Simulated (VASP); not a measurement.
# Hf3Br (Im-3m) in VASP: a series of runs, part 2 of 2

VASP 6.6.1.

### 3 Relaxation of cell and atoms, PBE

This run uses another cell than the first one, of 23.57 Å³/atom, 0.983 times its volume.

Contents of INCAR:

```
SYSTEM = Hf3Br
  PREC = Accurate
  ENCUT = 600
  EDIFF = 1E-6
  ISMEAR = 0
  SIGMA = 0.1
  LREAL = .False.
  LASPH = .True.
  NELM = 100
  ALGO = Normal
  ISIF = 3
  LWAVE = .False.
  LCHARG = .False.
  GGA = PE
  IBRION = 2
  NSW = 100
  EDIFFG = -0.01
```

Contents of KPOINTS:

```
Automatic mesh
0
Gamma
  12 12 12
  0 0 0
```

Contents of POSCAR:

```
Hf3Br
1.0
   -2.8672723651      2.8672723651      2.8672723651
    2.8672723651     -2.8672723651      2.8672723651
    2.8672723651      2.8672723651     -2.8672723651
Hf Br
3 1
Direct
    0.0000000000      0.5000000000      0.5000000000
    0.5000000000      0.0000000000      0.5000000000
    0.5000000000      0.5000000000      0.0000000000
    0.0000000000      0.0000000000      0.0000000000
```

Potentials or basis: VASP PAW PBE potentials, release 64 (Hf_pv, Br).

On the command line:

```bash
$ cat potpaw_PBE.64/Hf_pv/POTCAR potpaw_PBE.64/Br/POTCAR > POTCAR
$ mpirun -np 1 vasp_std > vasp.out
```

OUTCAR:

```text
SYSTEM = Hf3Br
   PREC = Accurate
   ENCUT = 600
   EDIFF = 1E-6
   ISMEAR = 0
   LREAL = .False.
   LASPH = .True.
   NELM = 100
   ISIF = 3
   GGA = PE
   IBRION = 2
   NSW = 100
   EDIFFG = -0.01

 ion  position               nearest neighbor table
   1  0.000  0.500  0.500-   2 2.87   3 2.87   4 2.87   4 2.87   3 2.87   2 2.87
   2  0.500  0.000  0.500-   1 2.87   3 2.87   4 2.87   3 2.87   4 2.87   1 2.87
   3  0.500  0.500  0.000-   1 2.87   2 2.87   4 2.87   2 2.87   1 2.87   4 2.87
   4  0.000  0.000  0.000-   1 2.87   2 2.87   3 2.87   1 2.87   2 2.87   3 2.87

  LATTYP: Found a body centered cubic cell.
 ALAT       =     5.7345447302

  Lattice vectors:

 A1 = (  -2.8672723651,   2.8672723651,   2.8672723651)
 A2 = (   2.8672723651,  -2.8672723651,   2.8672723651)
 A3 = (   2.8672723651,   2.8672723651,  -2.8672723651)

Analysis of symmetry for initial positions (statically):
=====================================================================
 Subroutine PRICEL returns:
 Original cell was already a primitive cell.

 Routine SETGRP: Setting up the symmetry group for a
 body centered cubic supercell.

 Subroutine GETGRP returns: Found 48 space group operations
 (whereof 48 operations were pure point group operations)
 out of a pool of 48 trial point group operations.

The static configuration has the point symmetry O_h .

Analysis of symmetry for dynamics (positions and initial velocities):
=====================================================================
 Subroutine PRICEL returns:
 Original cell was already a primitive cell.

 Routine SETGRP: Setting up the symmetry group for a
 body centered cubic supercell.

 Subroutine GETGRP returns: Found 48 space group operations
 (whereof 48 operations were pure point group operations)
 out of a pool of 48 trial point group operations.

[... 124 lines left out ...]
     AMIX_MAG =   1.60;   BMIX_MAG =  1.00
  volume/ion in A,a.u.               =      23.57       159.08
  Fermi-wavevector in a.u.,A,eV,Ry     =   1.198542  2.264915 19.544797  1.436502
  Thomas-Fermi vector in A             =   2.334428
   LORBIT       =      0    0 simple, 1 ext, 2 COOP (PROOUT), +10 PAW based schemes
   GGA     = PE    functional components
   LHFCALC =     F    Hartree Fock is set to
   AEXX    =    0.0000 exact exchange contribution
   IVDW    =     0    specifies the selected vdW correction
   LEPSILON=     F    determine dielectric tensor
   LRPA    =     F    only Hartree local field effects (RPA)
 conjugate gradient relaxation of ions
 non-spin polarized calculation
 Gauss-broadening in eV      SIGMA  =   0.10
  energy-cutoff  :      600.00
  volume of cell :       94.29
 maximum number of plane-waves:      3252
   NGX = 19   NGY = 19   NGZ = 19

--------------------------------------- Ionic step        1  -------------------------------------------

 number of electron      37.0000003 magnetization

 Free energy of the ion-electron system (eV)
  ---------------------------------------------------
  ext. energy  EPLUGINS =         0.00000000
  ---------------------------------------------------
  free energy    TOTEN  =       -28.67634097 eV

  energy without entropy =      -28.65077203  energy(sigma->0) =      -28.66355650

------------------------ aborting loop because EDIFF is reached ----------------------------------------

  FORCE on cell =-STRESS in cart. coord.  units (eV):
  Direction    XX          YY          ZZ          XY          YZ          ZX
  --------------------------------------------------------------------------------------
  -------------------------------------------------------------------------------------
  Total        0.4187141      0.4187141      0.4187141     -0.0000000      0.0000000     -0.0000000
  in kB        7.1147773      7.1147773      7.1147773     -0.0000000      0.0000000     -0.0000000
  external PRESSURE =       7.1147773 kB  Pullay stress =       0.0000000 kB
[... 63 lines left out ...]
--------------------------------------- Ionic step        3  -------------------------------------------

 number of electron      37.0000000 magnetization

 Free energy of the ion-electron system (eV)
  ---------------------------------------------------
  ext. energy  EPLUGINS =         0.00000000
  ---------------------------------------------------
  free energy    TOTEN  =       -28.67846243 eV

  energy without entropy =      -28.65248979  energy(sigma->0) =      -28.66547611

 E-fermi :   4.8459     XC(G=0): -10.6262

 val. band max:        4.8423583407   @ k =  -0.4167  -0.4167   0.1667
 cond. band min:       4.8513279036   @ k =  -0.3333   0.5000   0.0833
 fundamental gap:      0.0089695630
 Fermi energy:         4.8459366401

 k-point     1 :       0.0000    0.0000    0.0000
  band No.  band energies     occupation
      1     -26.3033      2.00000
      2     -26.3033      2.00000
      3     -26.3033      2.00000
      4     -26.2064      2.00000
      5     -26.2064      2.00000
      6     -26.2064      2.00000
[... 589 lines left out ...]
     21       5.7726      0.00000
     22       6.1082      0.00000

 [... further k-points ...]
[... 5 lines left out ...]
  --------------------------------------------------------------------------------------
  -------------------------------------------------------------------------------------
  Total        0.0010929      0.0010929      0.0010929      0.0000000     -0.0000000      0.0000000
  in kB        0.0183823      0.0183823      0.0183823      0.0000000     -0.0000000      0.0000000
  external PRESSURE =       0.0183823 kB  Pullay stress =       0.0000000 kB
[... 19 lines left out ...]
  FREE ENERGIE OF THE ION-ELECTRON SYSTEM (eV)
  ---------------------------------------------------
  free  energy   TOTEN  =       -28.6784624291 eV

  energy  without entropy=      -28.6524897932  energy(sigma->0) =      -28.66547611

 reached required accuracy - stopping structural energy minimisation
```

Run time: 5.8 min. Hardware: 1 thread of Oxide Virtual Turin-like, shared host; peak memory 0.34 GiB.

Results:

* Free energy: -28.6785 eV
* Relaxed volume: 23.81 Å³/atom
* Relaxed cell: a = 4.983 Å, b = 4.983 Å, c = 4.983 Å, α = 109.47°, β = 109.47°, γ = 109.47°
* Space group after relaxing (to 0.05 Å): Im-3m (No. 229)
* Energy gained by relaxing: 0.5 meV/atom
* Ionic steps: 3
* Pressure after relaxing: 0.0 GPa

The path:
```
step  energy change (eV)  largest force (eV/Å)  pressure (GPa)  volume (Å³)
   1              0.0000                0.0000            0.71        94.29
   2             -0.0016                0.0000           -0.32        95.73
   3             -0.0021                0.0000            0.00        95.26
```

Final structure:
```
Hf Br
1.0
    -2.87706    2.87706    2.87706
     2.87706   -2.87706    2.87706
     2.87706    2.87706   -2.87706
Hf Br
3 1
Direct
  0.00000 0.50000 0.50000
  0.50000 0.00000 0.50000
  0.50000 0.50000 0.00000
  0.00000 0.00000 0.00000
```

Caveat: spin-orbit coupling is left out, which moves the levels of the heavy elements; an odd number of electrons without spin polarisation forces a metal; a magnetic or distorted state may lie lower.
